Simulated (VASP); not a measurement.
# Si (Fd-3m) in VASP: a series of runs

Si is run at these levels: LDA; tasks: single point.

All numbers are computed with VASP 6.6.1; they aren't measurements. Logs are shortened: lines on timing, memory, paths and dates and some standing lists are left out, and cuts for length are marked.

### Step 1. The cell of the first run

The structure is cubic, space group Fd-3m (No. 227). The conventional cell has a = 5.176 Å, b = 5.176 Å, c = 5.176 Å, α = 90.00°, β = 90.00°, γ = 90.00°. Within 3.0 Å of Si (site symmetry -43m) lie 4 Si at 2.24 Å.

### Step 2. Single point, LDA (17.34 Å³/atom)

File INCAR:

```
PREC = Accurate
ENCUT = 520
EDIFF = 1E-7
ISMEAR = -1
SIGMA = 0.1
LREAL = False
LASPH = True
NELM = 80
ALGO = Normal
ISIF = 2
LWAVE = False
LCHARG = False
GGA = CA
NBANDS = 11
```

File KPOINTS:

```
regular mesh
0
Gamma
  13 13 13
```

File POSCAR:

```
Si
1.0
    0.0000000000      2.5882106009      2.5882106009
    2.5882106009      0.0000000000      2.5882106009
    2.5882106009      2.5882106009      0.0000000000
Si
2
Direct
   -0.1250000000     -0.1250000000     -0.1250000000
    0.1250000000      0.1250000000      0.1250000000
```

Potentials or basis: VASP PAW LDA potentials, release 64 (Si).

The run is started by

```console
$ cat potpaw_LDA.64/Si/POTCAR > POTCAR
$ mpirun -np 1 vasp_std > vasp.out
```

OUTCAR:

```text
PREC = Accurate
   ENCUT = 520
   EDIFF = 1E-7
   ISMEAR = -1
   LREAL = False
   LASPH = True
   NELM = 80
   ISIF = 2
   GGA = CA

 ion  position               nearest neighbor table
   1  0.875  0.875  0.875-   2 2.24   2 2.24   2 2.24   2 2.24
   2  0.125  0.125  0.125-   1 2.24   1 2.24   1 2.24   1 2.24

  LATTYP: Found a face centered cubic cell.
 ALAT       =     5.1764212018

  Lattice vectors:

 A1 = (   0.0000000000,   2.5882106009,   2.5882106009)
 A2 = (   2.5882106009,   0.0000000000,   2.5882106009)
 A3 = (   2.5882106009,   2.5882106009,   0.0000000000)

Analysis of symmetry for initial positions (statically):
=====================================================================
 Subroutine PRICEL returns:
 Original cell was already a primitive cell.

 Routine SETGRP: Setting up the symmetry group for a
 face centered cubic supercell.

 Subroutine GETGRP returns: Found 48 space group operations
 (whereof 12 operations were pure point group operations)
 out of a pool of 48 trial point group operations.

The static configuration has the point symmetry D_3d.
 The point group associated with its full space group is O_h .

Analysis of symmetry for dynamics (positions and initial velocities):
=====================================================================
 Subroutine PRICEL returns:
 Original cell was already a primitive cell.

 Routine SETGRP: Setting up the symmetry group for a
 face centered cubic supercell.

 Subroutine GETGRP returns: Found 48 space group operations
 (whereof 12 operations were pure point group operations)
 out of a pool of 48 trial point group operations.

The dynamic configuration has the point symmetry D_3d.
 The point group associated with its full space group is O_h .

 Subroutine INISYM returns: Found 48 space group operations
 (whereof 12 operations are pure point group operations),
 and found     1 'primitive' translations

----------------------------------------------------------------------------------------

                                     Primitive cell

  volume of cell :      34.6760

  direct lattice vectors                    reciprocal lattice vectors
     0.000000000  2.588210601  2.588210601    -0.193183661  0.193183661  0.193183661
     2.588210601  0.000000000  2.588210601     0.193183661 -0.193183661  0.193183661
     2.588210601  2.588210601  0.000000000     0.193183661  0.193183661 -0.193183661

  length of vectors
     3.660282534  3.660282534  3.660282534     0.334603916  0.334603916  0.334603916

  position of ions in fractional coordinates (direct lattice)
     0.875000000  0.875000000  0.875000000
     0.125000000  0.125000000  0.125000000

  ion indices of the primitive-cell ions
   primitive index   ion index
                 1           1
                 2           2

----------------------------------------------------------------------------------------

 KPOINTS: regular mesh

Automatic generation of k-mesh.
 Grid dimensions read from file:
 generate k-points for:   13   13   13

 Generating k-lattice:

  Cartesian coordinates                     Fractional coordinates (reciprocal lattice)
    -0.014860282  0.014860282  0.014860282     0.076923077  0.000000000  0.000000000
     0.014860282 -0.014860282  0.014860282     0.000000000  0.076923077  0.000000000
     0.014860282  0.014860282 -0.014860282     0.000000000  0.000000000  0.076923077

  Length of vectors
     0.025738763  0.025738763  0.025738763

  Shift w.r.t. Gamma in fractional coordinates (k-lattice)
     0.000000000  0.000000000  0.000000000

 Subroutine IBZKPT returns following result:
 ===========================================

 Found     84 irreducible k-points:

 Following reciprocal coordinates:
            Coordinates               Weight
  0.000000  0.000000  0.000000      1.000000
  0.076923  0.000000  0.000000      8.000000
  0.153846  0.000000  0.000000      8.000000
  0.230769  0.000000  0.000000      8.000000
  0.307692  0.000000  0.000000      8.000000
  0.384615  0.000000  0.000000      8.000000
[... 16 lines left out ...]
  0.384615  0.153846  0.000000     24.000000
  0.461538  0.153846  0.000000     24.000000
 [... further k-points ...]
   k-points           NKPTS =     84   k-points in BZ     NKDIM =     84   number of bands    NBANDS=     11
   number of dos      NEDOS =    301   number of ions     NIONS =      2
   total plane-waves  NPLWV =  21952
   dimension x,y,z NGX =    28 NGY =   28 NGZ =   28
   dimension x,y,z NGXF=    56 NGYF=   56 NGZF=   56
   ions per type =               2
   NGX,Y,Z   is equivalent  to a cutoff of  12.72, 12.72, 12.72 a.u.
   NGXF,Y,Z  is equivalent  to a cutoff of  25.43, 25.43, 25.43 a.u.
 SYSTEM =  unknown system
   PREC   = accura    normal or accurate (medium, high low for compatibility)
   ISTART =      0    job   : 0-new  1-cont  2-samecut
   ICHARG =      2    charge: 1-file 2-atom 10-const
   ISPIN  =      1    spin polarized calculation?
   LNONCOLLINEAR =      F non collinear calculations
   LSORBIT =      F    spin-orbit coupling
   LASPH  =      T    aspherical Exc in radial PAW
   ENCUT  =  520.0 eV  38.22 Ry    6.18 a.u.   6.81  6.81  6.81*2*pi/ulx,y,z
   NELM   =     80;   NELMIN=  2; NELMDL= -5     # of ELM steps
   EDIFF  = 0.1E-06   stopping-criterion for ELM
   LREAL  =      F    real-space projection
   EDIFFG = 0.1E-05   stopping-criterion for IOM
   NSW    =      0    number of steps for IOM
   IBRION =     -1    ionic relax: 0-MD 1-quasi-New 2-CG
   NFREE  =      0    steps in history (QN), initial steepest desc. (CG)
   ISIF   =      2    stress and relaxation
   ISYM   =      2    0-nonsym 1-usesym 2-fastsym
   POTIM  = 0.5000    time-step for ionic-motion
   TEBEG  =    0.0;   TEEND  =   0.0 temperature during run
   PSTRESS=    0.0 pullay stress
   NELECT =       8.0000    total number of electrons
   NUPDOWN=      -1.0000    fix difference up-down
   EMIN   =  10.00;   EMAX   =-10.00  energy-range for DOS
   EFERMI =   0.00;   METHOD = LEGACY
   ISMEAR =    -1;   SIGMA  =   0.10  broadening in eV -4-tet -1-fermi 0-gaus
   EFERMI_NEDOS =   21; number of points for ismear=-14 and -15
   IALGO  =     38    algorithm
   IMIX   =      4    mixing-type and parameters
     AMIX     =   0.40;   BMIX     =  1.00
     AMIX_MAG =   1.60;   BMIX_MAG =  1.00
  volume/ion in A,a.u.               =      17.34       117.00
  Fermi-wavevector in a.u.,A,eV,Ry     =   1.004065  1.897408 13.716670  1.008147
  Thomas-Fermi vector in A             =   2.136657
   LORBIT       =      0    0 simple, 1 ext, 2 COOP (PROOUT), +10 PAW based schemes
   GGA     = CA    functional components
   LHFCALC =     F    Hartree Fock is set to
   AEXX    =    0.0000 exact exchange contribution
   IVDW    =     0    specifies the selected vdW correction
   LEPSILON=     F    determine dielectric tensor
   LRPA    =     F    only Hartree local field effects (RPA)
 non-spin polarized calculation
  energy-cutoff  :      520.00
  volume of cell :       34.68
 maximum number of plane-waves:       950
   NGX = 13   NGY = 13   NGZ = 13

 number of electron       8.0000000 magnetization

 Free energy of the ion-electron system (eV)
  ---------------------------------------------------
  ext. energy  EPLUGINS =         0.00000000
  ---------------------------------------------------
  free energy    TOTEN  =       -11.70468790 eV

  energy without entropy =      -11.70183684  energy(sigma->0) =      -11.70326237

 E-fermi :   7.4211     XC(G=0): -10.1578

 val. band max:        7.3343344086   @ k =   0.0000   0.0000   0.0000
 cond. band min:       7.5424417550   @ k =   0.4615   0.4615   0.0000
 fundamental gap:      0.2081073464
 Fermi energy:         7.4211430496

 k-point     1 :       0.0000    0.0000    0.0000
  band No.  band energies     occupation
      1      -5.6664      2.00000
      2       7.3343      1.40869
      3       7.3343      1.40869
      4       7.3343      1.40869
      5       9.9088      0.00000
      6       9.9088      0.00000
      7       9.9088      0.00000
      8      12.2680      0.00000
      9      15.1222      0.00000
     10      15.1222      0.00000
     11      15.6604      0.00000

 k-point     2 :       0.0769    0.0000    0.0000
  band No.  band energies     occupation
      1      -5.5788      2.00000
      2       6.5506      1.99967
      3       7.1892      1.82090
      4       7.1892      1.82090
      5      10.0881      0.00000
      6      10.1213      0.00000
      7      10.1213      0.00000
      8      12.7073      0.00000
      9      14.8459      0.00000
     10      14.8459      0.00000
     11      16.0344      0.00000

 k-point     3 :       0.1538    0.0000    0.0000
  band No.  band energies     occupation
      1      -5.3181      2.00000
      2       5.0578      2.00000
      3       6.8764      1.99143
      4       6.8764      1.99143
      5      10.0452      0.00000
      6      10.5668      0.00000
      7      10.5668      0.00000
      8      13.8186      0.00000
      9      14.4276      0.00000
     10      14.4276      0.00000
     11      16.7880      0.00000
[... 267 lines left out ...]
 k-point    23 :       0.3846    0.1538    0.0000
  band No.  band energies     occupation
      1      -3.7897      2.00000
      2       1.6528      2.00000
      3       4.9615      2.00000
      4       5.3421      2.00000
      5       9.3172      0.00000
      6      11.7417      0.00000
      7      12.2826      0.00000
      8      12.4059      0.00000
      9      17.3216      0.00000
     10      17.4498      0.00000
     11      18.8358      0.00000

 k-point    24 :       0.4615    0.1538    0.0000
  band No.  band energies     occupation
      1      -3.1078      2.00000
      2       0.4796      2.00000
      3       4.5795      2.00000
      4       5.3489      2.00000
      5       9.3149      0.00000
      6      11.5903      0.00000
      7      11.9625      0.00000
      8      13.6726      0.00000
      9      17.0888      0.00000
     10      18.4987      0.00000
     11      19.7423      0.00000

 [... further k-points ...]

------------------------ aborting loop because EDIFF is reached ----------------------------------------

  FORCE on cell =-STRESS in cart. coord.  units (eV):
  Direction    XX          YY          ZZ          XY          YZ          ZX
  --------------------------------------------------------------------------------------
  -------------------------------------------------------------------------------------
  Total        3.5031453      3.5031453      3.5031453      0.0000000      0.0000000      0.0000000
  in kB      161.8601356    161.8601356    161.8601356      0.0000000      0.0000000      0.0000000
  external PRESSURE =     161.8601356 kB  Pullay stress =       0.0000000 kB

 VOLUME and BASIS-vectors are now :
 -----------------------------------------------------------------------------
  energy-cutoff  :      520.00
  volume of cell :       34.68
      direct lattice vectors                 reciprocal lattice vectors
     0.000000000  2.588210601  2.588210601    -0.193183661  0.193183661  0.193183661
     2.588210601  0.000000000  2.588210601     0.193183661 -0.193183661  0.193183661
     2.588210601  2.588210601  0.000000000     0.193183661  0.193183661 -0.193183661

 POSITION                                       TOTAL-FORCE (eV/Angst)
 -----------------------------------------------------------------------------------
      4.52937      4.52937      4.52937         0.000000     -0.000000      0.000000
      0.64705      0.64705      0.64705        -0.000000      0.000000     -0.000000
 -----------------------------------------------------------------------------------
    total drift:                               -0.000000     -0.000000     -0.000000

  FREE ENERGIE OF THE ION-ELECTRON SYSTEM (eV)
  ---------------------------------------------------
  free  energy   TOTEN  =       -11.7046879038 eV

  energy  without entropy=      -11.7018368448  energy(sigma->0) =      -11.70326237
```

It took 14 s on 1 thread of Intel Xeon Platinum 8559C (Emerald Rapids), shared host; peak memory 0.14 GiB.

What came out:

| Quantity | Value |
| --- | --- |
| Free energy | -11.7047 eV |
| Pressure | 16.2 GPa |
| Band gap on the k mesh | 0.21 eV (least direct gap 2.57 eV) |

Levels at points of the mesh, in eV from the valence-band top:
| k point | band 1 | band 2 | band 3 | band 4 | band 5 | band 6 | band 7 | band 8 |
| --- | --- | --- | --- | --- | --- | --- | --- | --- |
| (0.00, 0.00, 0.00) | -13.00 | 0.00 | 0.00 | 0.00 | 2.57 | 2.57 | 2.57 | 4.93 |

Caveat: the cell stands under pressure; an odd mesh through Γ misses points on the zone boundary, where band edges can lie.

### Step 3. Single point, LDA (18.52 Å³/atom)

This run uses another cell than the first one, of 18.52 Å³/atom.

File INCAR:

```
  ALGO = Normal
  EDIFF = 1E-6
  ENCUT = 520
  GGA = CA
  ISIF = 2
  ISMEAR = -1
  LASPH = T
  LCHARG = F
  LREAL = F
  LWAVE = F
  NBANDS = 11
  NELM = 100
  PREC = Accurate
  SIGMA = 0.1
```

File KPOINTS:

```
k-points
0
Gamma
  13 13 13
```

File POSCAR:

```
Si
1.0
    0.0000000000      2.6457451306      2.6457451306
    2.6457451306      0.0000000000      2.6457451306
    2.6457451306      2.6457451306      0.0000000000
Si
2
Direct
   -0.1250000000     -0.1250000000     -0.1250000000
    0.1250000000      0.1250000000      0.1250000000
```

Potentials or basis: VASP PAW LDA potentials, release 64 (Si).

The run is started by

```console
$ cat potpaw_LDA.64/Si/POTCAR > POTCAR
$ mpirun -np 1 vasp_std > vasp.out
```

It took 13 s on 1 thread of Intel Xeon Platinum 8559C (Emerald Rapids), shared host; peak memory 0.14 GiB.

Results (log left out):

| Quantity | Value |
| --- | --- |
| Free energy | -11.8715 eV |
| Pressure | 6.9 GPa |
| Band gap on the k mesh | 0.35 eV (least direct gap 2.55 eV) |

Levels at points of the mesh, in eV from the valence-band top:
| k point | band 1 | band 2 | band 3 | band 4 | band 5 | band 6 | band 7 | band 8 | band 9 |
| --- | --- | --- | --- | --- | --- | --- | --- | --- | --- |
| (0.00, 0.00, 0.00) | -12.51 | 0.00 | 0.00 | 0.00 | 2.55 | 2.55 | 2.55 | 4.12 | 7.77 |

Caveat: the cell stands under pressure; an odd mesh through Γ misses points on the zone boundary, where band edges can lie.

(Part 1 of 2 ends here.)
